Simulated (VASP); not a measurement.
**Ti: single point with PBEsol**

The system is Ti.

```xyz
3
Lattice="4.5674 0.0000 0.0000 -2.2837 3.9555 0.0000 0.0000 0.0000 2.8262" Properties=species:S:1:pos:R:3 pbc="T T T"
Ti    0.0000    0.0000    0.0000
Ti    0.0000    2.6370    1.4131
Ti    2.2837    1.3185    1.4131
```

- Program: VASP 6.6.1
- Task: single point
- Functional: PBEsol
- Potentials or basis: VASP PAW PBE potentials, release 64 (Ti_sv)
- Cutoff: 520 eV
- k mesh: 6 × 6 × 6
- Occupations: gaussian, width 0.1 eV
- Spin: no spin polarisation
- Dipole correction: no
- Further INCAR settings: ALGO = Normal; EDIFF = 1e-06; NBANDS = 25

```yaml
Pressure: -3.8 GPa
Band_gap_on_the_k_mesh: zero (band 18 reaches 8.40 eV, above the bottom of band 19 at 8.18 eV)
```

Stress tensor (GPa, compression positive):
```
-3.81  0.00  0.00
 0.00 -3.81  0.00
 0.00  0.00 -3.67
```

Levels at points of the mesh, in eV from the Fermi level:
```tsv
k point	band 15	band 16	band 17	band 18	band 19	band 20	band 21	band 22
(0.00, 0.00, 0.00)	-0.68	-0.68	-0.58	-0.58	-0.01	0.70	1.32	1.32
(0.50, 0.00, 0.00)	-2.61	-0.39	-0.38	-0.33	0.08	0.56	1.06	1.17
(0.00, 0.00, 0.50)	-2.07	-1.70	-1.60	-1.60	1.08	1.08	1.28	1.28
(0.50, 0.00, 0.50)	-1.67	-1.14	-0.65	-0.61	0.38	0.84	0.97	1.07
```

It took 33 s on 1 thread of Intel(R) Xeon(R) Platinum 8259CL CPU @ 2.50GHz (Skylake/Cascade Lake), on a shared host, peak memory 0.18 GiB.

Caveat: the k points lie up to 0.37 Å⁻¹ apart; the PAW data sets were made with another functional, which shifts forces and pressure a little.
